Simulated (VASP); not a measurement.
# SiC4 (P-3m1) in VASP: notebook

The runs below take SiC4 through single point, with PBE.

Everything below comes from runs of VASP 6.6.1. Logs are shortened: lines on timing, memory, paths and dates and some standing lists are left out, and cuts for length are marked.

## 1. The cell of the first run

Symmetry: P-3m1, No. 164, trigonal system. Conventional cell: a = 2.470 Å, b = 2.470 Å, c = 24.115 Å, α = 90.00°, β = 90.00°, γ = 120.00°. Within 3.3 Å of Si (site symmetry 3m) lie 6 Si at 2.47 Å. Within 1.9 Å of C (site symmetry 3m) lie 3 C at 1.43 Å. Within 1.9 Å of C (site symmetry 3m) lie 3 C at 1.43 Å. Within 1.9 Å of C (site symmetry 3m) lie 3 C at 1.43 Å. Within 1.9 Å of C (site symmetry 3m) lie 3 C at 1.43 Å.

## 2. Single point, PBE, collinear spin

File INCAR:

```
ALGO = Normal ; EDIFF = 1E-7
ENCUT = 520 ; GGA = PE
ISIF = 2 ; ISMEAR = 0
ISPIN = 2 ; LASPH = True
LCHARG = False ; LORBIT = 11
LREAL = False ; LWAVE = False
MAGMOM = 0 0 1 1 1 1 1 1 1 1 ; NBANDS = 35
NELM = 150 ; PREC = Accurate
SIGMA = 0.1
```

File KPOINTS:

```
k-points
0
Gamma
  6 6 1
```

File POSCAR:

```
SiC4
1.0
    2.4702440562      0.0000000000      0.0000000000
   -1.2351220281      2.1392941062      0.0000000000
    0.0000000000      0.0000000000     24.1148820800
Si C
2 8
Direct
    0.6666666667      0.3333333333      0.1721736833
    0.3333333333      0.6666666667      0.8278263167
    0.6666666667      0.3333333333      0.0000102089
    0.6666666667      0.3333333333      0.3454252133
    0.6666666667      0.3333333333      0.4999894275
    0.6666666667      0.3333333333      0.6545363320
    0.3333333333      0.6666666667      0.9999897911
    0.3333333333      0.6666666667      0.3454636680
    0.3333333333      0.6666666667      0.5000105725
    0.3333333333      0.6666666667      0.6545747867
```

Potentials or basis: VASP PAW PBE potentials, release 64 (Si, C).

Started as:

```bash
> cat potpaw_PBE.64/Si/POTCAR potpaw_PBE.64/C/POTCAR > POTCAR
> mpirun -np 1 vasp_std > vasp.out
```

OUTCAR:

```text
EDIFF = 1E-7
   ENCUT = 520
   GGA = PE
   ISIF = 2
   ISMEAR = 0
   ISPIN = 2
   LASPH = True
   LORBIT = 11
   LREAL = False
   NELM = 150
   PREC = Accurate

 ion  position               nearest neighbor table
   1  0.667  0.333  0.172-
   2  0.333  0.667  0.828-
   3  0.667  0.333  0.000-   7 1.43   7 1.43   7 1.43
   4  0.667  0.333  0.345-   8 1.43   8 1.43   8 1.43
   5  0.667  0.333  0.500-   9 1.43   9 1.43   9 1.43
   6  0.667  0.333  0.655-  10 1.43  10 1.43  10 1.43
   7  0.333  0.667  1.000-   3 1.43   3 1.43   3 1.43
   8  0.333  0.667  0.345-   4 1.43   4 1.43   4 1.43
   9  0.333  0.667  0.500-   5 1.43   5 1.43   5 1.43
  10  0.333  0.667  0.655-   6 1.43   6 1.43   6 1.43

  LATTYP: Found a hexagonal cell.
 ALAT       =     2.4702440562
 C/A-ratio  =     9.7621455740

  Lattice vectors:

 A1 = (   2.4702440562,   0.0000000000,   0.0000000000)
 A2 = (  -1.2351220281,   2.1392941062,   0.0000000000)
 A3 = (   0.0000000000,   0.0000000000,  24.1148820800)

Analysis of symmetry for initial positions (statically):
=====================================================================
 Subroutine PRICEL returns:
 Original cell was already a primitive cell.

 Routine SETGRP: Setting up the symmetry group for a
 hexagonal supercell.

 Subroutine GETGRP returns: Found 12 space group operations
 (whereof 12 operations were pure point group operations)
 out of a pool of 24 trial point group operations.

The static configuration has the point symmetry D_3d.

Analysis of symmetry for dynamics (positions and initial velocities):
=====================================================================
 Subroutine PRICEL returns:
 Original cell was already a primitive cell.

 Routine SETGRP: Setting up the symmetry group for a
 hexagonal supercell.

 Subroutine GETGRP returns: Found 12 space group operations
 (whereof 12 operations were pure point group operations)
 out of a pool of 24 trial point group operations.

The dynamic configuration has the point symmetry D_3d.

Analysis of structural, dynamic, and magnetic symmetry:
=====================================================================
 Subroutine PRICEL returns:
 Original cell was already a primitive cell.

 Routine SETGRP: Setting up the symmetry group for a
 hexagonal supercell.

 Subroutine GETGRP returns: Found 12 space group operations
 (whereof 12 operations were pure point group operations)
 out of a pool of 24 trial point group operations.

The overall configuration has the point symmetry D_3d.

 Subroutine INISYM returns: Found 12 space group operations
 (whereof 12 operations are pure point group operations),
 and found     1 'primitive' translations

----------------------------------------------------------------------------------------

                                     Primitive cell

  volume of cell :     127.4370

  direct lattice vectors                    reciprocal lattice vectors
     2.470244056  0.000000000  0.000000000     0.404818300  0.233721955  0.000000000
    -1.235122028  2.139294106  0.000000000     0.000000000  0.467443909  0.000000000
     0.000000000  0.000000000 24.114882080     0.000000000  0.000000000  0.041468169

  length of vectors
     2.470244056  2.470244056 24.114882080     0.467443909  0.467443909  0.041468169

  position of ions in fractional coordinates (direct lattice)
     0.666666667  0.333333333  0.172173683
     0.333333333  0.666666667  0.827826317
     0.666666667  0.333333333  0.000010209
     0.666666667  0.333333333  0.345425213
     0.666666667  0.333333333  0.499989427
     0.666666667  0.333333333  0.654536332
     0.333333333  0.666666667  0.999989791
     0.333333333  0.666666667  0.345463668
     0.333333333  0.666666667  0.500010573
     0.333333333  0.666666667  0.654574787

  ion indices of the primitive-cell ions
   primitive index   ion index
                 1           1
                 2           2
                 3           3
                 4           4
                 5           5
                 6           6
                 7           7
                 8           8
                 9           9
                10          10

----------------------------------------------------------------------------------------

 KPOINTS: k-points

Automatic generation of k-mesh.
 Grid dimensions read from file:
 generate k-points for:    6    6    1

 Generating k-lattice:

  Cartesian coordinates                     Fractional coordinates (reciprocal lattice)
     0.067469717  0.038953659  0.000000000     0.166666667  0.000000000  0.000000000
     0.000000000  0.077907318  0.000000000     0.000000000  0.166666667  0.000000000
     0.000000000  0.000000000  0.041468169     0.000000000  0.000000000  1.000000000

  Length of vectors
     0.077907318  0.077907318  0.041468169

  Shift w.r.t. Gamma in fractional coordinates (k-lattice)
     0.000000000  0.000000000  0.000000000

 Subroutine IBZKPT returns following result:
 ===========================================

 Found      7 irreducible k-points:

 Following reciprocal coordinates:
            Coordinates               Weight
  0.000000  0.000000  0.000000      1.000000
  0.166667  0.000000  0.000000      6.000000
  0.333333  0.000000  0.000000      6.000000
  0.500000  0.000000  0.000000      3.000000
  0.166667  0.166667  0.000000      6.000000
  0.333333  0.166667  0.000000     12.000000
  0.333333  0.333333  0.000000      2.000000
   k-points           NKPTS =      7   k-points in BZ     NKDIM =      7   number of bands    NBANDS=     35
   number of dos      NEDOS =    301   number of ions     NIONS =     10
   total plane-waves  NPLWV =  58320
   dimension x,y,z NGX =    18 NGY =   18 NGZ =  180
   dimension x,y,z NGXF=    36 NGYF=   36 NGZF=  360
   ions per type =               2   8
   NGX,Y,Z   is equivalent  to a cutoff of  12.11, 12.11, 12.41 a.u.
   NGXF,Y,Z  is equivalent  to a cutoff of  24.23, 24.23, 24.82 a.u.
 SYSTEM =  unknown system
   PREC   = accura    normal or accurate (medium, high low for compatibility)
   ISTART =      0    job   : 0-new  1-cont  2-samecut
   ICHARG =      2    charge: 1-file 2-atom 10-const
   ISPIN  =      2    spin polarized calculation?
   LNONCOLLINEAR =      F non collinear calculations
   LSORBIT =      F    spin-orbit coupling
   LASPH  =      T    aspherical Exc in radial PAW
   ENCUT  =  520.0 eV  38.22 Ry    6.18 a.u.   4.59  4.59 44.84*2*pi/ulx,y,z
   NELM   =    150;   NELMIN=  2; NELMDL= -5     # of ELM steps
   EDIFF  = 0.1E-06   stopping-criterion for ELM
   LREAL  =      F    real-space projection
   EDIFFG = 0.1E-05   stopping-criterion for IOM
   NSW    =      0    number of steps for IOM
   IBRION =     -1    ionic relax: 0-MD 1-quasi-New 2-CG
   NFREE  =      0    steps in history (QN), initial steepest desc. (CG)
   ISIF   =      2    stress and relaxation
   ISYM   =      2    0-nonsym 1-usesym 2-fastsym
   POTIM  = 0.5000    time-step for ionic-motion
   TEBEG  =    0.0;   TEEND  =   0.0 temperature during run
   PSTRESS=    0.0 pullay stress
   NELECT =      40.0000    total number of electrons
   NUPDOWN=      -1.0000    fix difference up-down
   EMIN   =  10.00;   EMAX   =-10.00  energy-range for DOS
   EFERMI =   0.00;   METHOD = LEGACY
   ISMEAR =     0;   SIGMA  =   0.10  broadening in eV -4-tet -1-fermi 0-gaus
   EFERMI_NEDOS =   21; number of points for ismear=-14 and -15
   IALGO  =     38    algorithm
   IMIX   =      4    mixing-type and parameters
     AMIX     =   0.40;   BMIX     =  1.00
     AMIX_MAG =   1.60;   BMIX_MAG =  1.00
  volume/ion in A,a.u.               =      12.74        86.00
  Fermi-wavevector in a.u.,A,eV,Ry     =   1.112576  2.102464 16.841634  1.237825
  Thomas-Fermi vector in A             =   2.249152
   LORBIT       =     11    0 simple, 1 ext, 2 COOP (PROOUT), +10 PAW based schemes
   GGA     = PE    functional components
   LHFCALC =     F    Hartree Fock is set to
   AEXX    =    0.0000 exact exchange contribution
   IVDW    =     0    specifies the selected vdW correction
   LEPSILON=     F    determine dielectric tensor
   LRPA    =     F    only Hartree local field effects (RPA)
 spin polarized calculation
 Gauss-broadening in eV      SIGMA  =   0.10
  energy-cutoff  :      520.00
  volume of cell :      127.44
 maximum number of plane-waves:      3470
   NGX =  9   NGY =  9   NGZ = 89

 number of electron      39.9999991 magnetization       0.1756346

 Free energy of the ion-electron system (eV)
  ---------------------------------------------------
  ext. energy  EPLUGINS =         0.00000000
  ---------------------------------------------------
  free energy    TOTEN  =       -82.79519443 eV

  energy without entropy =      -82.77360019  energy(sigma->0) =      -82.78439731

 E-fermi :   3.6857     XC(G=0):  -9.1271

 val. band max:        3.6753135783   @ k =   0.3333   0.3333   0.0000
 cond. band min:       3.7078830551   @ k =   0.3333   0.0000   0.0000
 fundamental gap:      0.0325694768
 Fermi energy:         3.6857331442

 spin component 1

 k-point     1 :       0.0000    0.0000    0.0000
  band No.  band energies     occupation
      1     -15.8185      1.00000
      2     -15.8089      1.00000
      3     -15.7808      1.00000
      4     -15.7269      1.00000
      5      -8.5218      1.00000
      6      -8.5196      1.00000
[... 24 lines left out ...]
     31      11.9691      0.00000
     32      11.9965      0.00000
[... 178 lines left out ...]
      1      -8.9199      1.00000
      2      -8.9199      1.00000
      3      -8.9059      1.00000
      4      -8.9059      1.00000
      5      -8.8876      1.00000
      6      -8.8876      1.00000
[... 24 lines left out ...]
     31      11.4811      0.00000
     32      11.4811      0.00000
 Fermi energy:         3.6857331442

 spin component 2

 k-point     1 :       0.0000    0.0000    0.0000
  band No.  band energies     occupation
      1     -15.8182      1.00000
      2     -15.7815      1.00000
      3     -15.7801      1.00000
      4     -15.7267      1.00000
      5      -8.4801      1.00000
      6      -8.4779      1.00000
[... 24 lines left out ...]
     31      11.9694      0.00000
     32      11.9965      0.00000
[... 178 lines left out ...]
      1      -8.9054      1.00000
      2      -8.9054      1.00000
      3      -8.8921      1.00000
      4      -8.8921      1.00000
      5      -8.8869      1.00000
      6      -8.8869      1.00000
[... 24 lines left out ...]
     31      11.5864      0.00000
     32      11.5864      0.00000
 [bands above 32 left out]

------------------------ aborting loop because EDIFF is reached ----------------------------------------

  FORCE on cell =-STRESS in cart. coord.  units (eV):
  Direction    XX          YY          ZZ          XY          YZ          ZX
  --------------------------------------------------------------------------------------
  -------------------------------------------------------------------------------------
  Total        0.4263450      0.4263450      0.2014845      0.0000000      0.0000000      0.0000000
  in kB        5.3601421      5.3601421      2.5331252      0.0000000      0.0000000      0.0000000
  external PRESSURE =       4.4178031 kB  Pullay stress =       0.0000000 kB

 VOLUME and BASIS-vectors are now :
 -----------------------------------------------------------------------------
  energy-cutoff  :      520.00
  volume of cell :      127.44
      direct lattice vectors                 reciprocal lattice vectors
     2.470244056  0.000000000  0.000000000     0.404818300  0.233721955  0.000000000
    -1.235122028  2.139294106  0.000000000     0.000000000  0.467443909  0.000000000
     0.000000000  0.000000000 24.114882080     0.000000000  0.000000000  0.041468169

 POSITION                                       TOTAL-FORCE (eV/Angst)
 -----------------------------------------------------------------------------------
      1.23512      0.71310      4.15195        -0.000000      0.000000     -0.001149
     -0.00000      1.42620     19.96293        -0.000000      0.000000      0.001149
      1.23512      0.71310      0.00025         0.000000      0.000000     -0.001853
      1.23512      0.71310      8.32989        -0.000000      0.000000      0.012720
      1.23512      0.71310     12.05719         0.000000      0.000000      0.009046
      1.23512      0.71310     15.78407        -0.000000     -0.000000      0.012274
     -0.00000      1.42620     24.11464         0.000000      0.000000      0.001853
     -0.00000      1.42620      8.33082         0.000000      0.000000     -0.012274
     -0.00000      1.42620     12.05770        -0.000000      0.000000     -0.009046
     -0.00000      1.42620     15.78499         0.000000     -0.000000     -0.012720
 -----------------------------------------------------------------------------------
    total drift:                                0.000000     -0.000000      0.000000

  FREE ENERGIE OF THE ION-ELECTRON SYSTEM (eV)
  ---------------------------------------------------
  free  energy   TOTEN  =       -82.7951944314 eV

  energy  without entropy=      -82.7736001928  energy(sigma->0) =      -82.78439731

 total charge

# of ion       s       p       d       tot
------------------------------------------
    1        0.834   0.773   0.000   1.608
    2        0.834   0.773   0.000   1.608
    3        0.862   1.778   0.000   2.640
    4        0.862   1.779   0.000   2.641
    5        0.861   1.781   0.000   2.643
    6        0.862   1.780   0.000   2.641
    7        0.862   1.778   0.000   2.640
    8        0.862   1.780   0.000   2.641
    9        0.861   1.781   0.000   2.643
   10        0.862   1.779   0.000   2.641
--------------------------------------------------
tot          8.562  15.783   0.000  24.345

 magnetization (x)

# of ion       s       p       d       tot
------------------------------------------
    1        0.001   0.016   0.000   0.016
    2        0.001   0.016   0.000   0.016
    3        0.000   0.011   0.000   0.011
    4        0.000   0.000   0.000   0.000
    5       -0.000  -0.000   0.000  -0.000
    6        0.000   0.000   0.000   0.000
    7        0.000   0.011   0.000   0.011
    8        0.000   0.000   0.000   0.000
    9       -0.000  -0.000   0.000  -0.000
   10        0.000   0.000   0.000   0.000
--------------------------------------------------
tot          0.002   0.054   0.000   0.057
```

It took 85 s on 1 thread of Intel Xeon 6975P-C (Granite Rapids), shared host; peak memory 0.28 GiB.

What came out:

```yaml
Free_energy: -82.7952 eV
Pressure: 0.4 GPa
Largest_force: 0.013 eV/Å
Net_moment: 0.18 μB per cell
Valence_electrons_inside_the_program's_atomic_spheres: Si 1.61; C 2.64
```

Forces in eV/Å, atoms in the order of the input:
```
Si   0.000  0.000 -0.001
Si   0.000  0.000  0.001
C    0.000  0.000 -0.002
C    0.000  0.000  0.013
C    0.000  0.000  0.009
C    0.000  0.000  0.012
C    0.000  0.000  0.002
C    0.000  0.000 -0.012
C    0.000  0.000 -0.009
C    0.000  0.000 -0.013
```

Stress tensor (GPa, compression positive):
```
0.54 0.00 0.00
0.00 0.54 0.00
0.00 0.00 0.25
```

Levels at points of the mesh, in eV from the Fermi level:
Spin up:
```csv
k point,band 18,band 19,band 20,band 21,band 22,band 23
"(0.00, 0.00, 0.00)",-3.04,-3.01,-3.01,2.96,3.56,4.40
"(0.50, 0.00, 0.00)",-2.36,-2.33,-2.05,1.34,1.64,1.68
```
Spin down:
| k point | band 18 | band 19 | band 20 | band 21 | band 22 | band 23 |
| --- | --- | --- | --- | --- | --- | --- |
| (0.00, 0.00, 0.00) | -3.04 | -3.01 | -3.01 | 3.01 | 3.63 | 4.41 |
| (0.50, 0.00, 0.00) | -2.33 | -2.29 | -2.05 | 1.34 | 1.68 | 1.70 |

Caveat: the k points lie up to 0.49 Å⁻¹ apart.

[end of part 1 of 2]
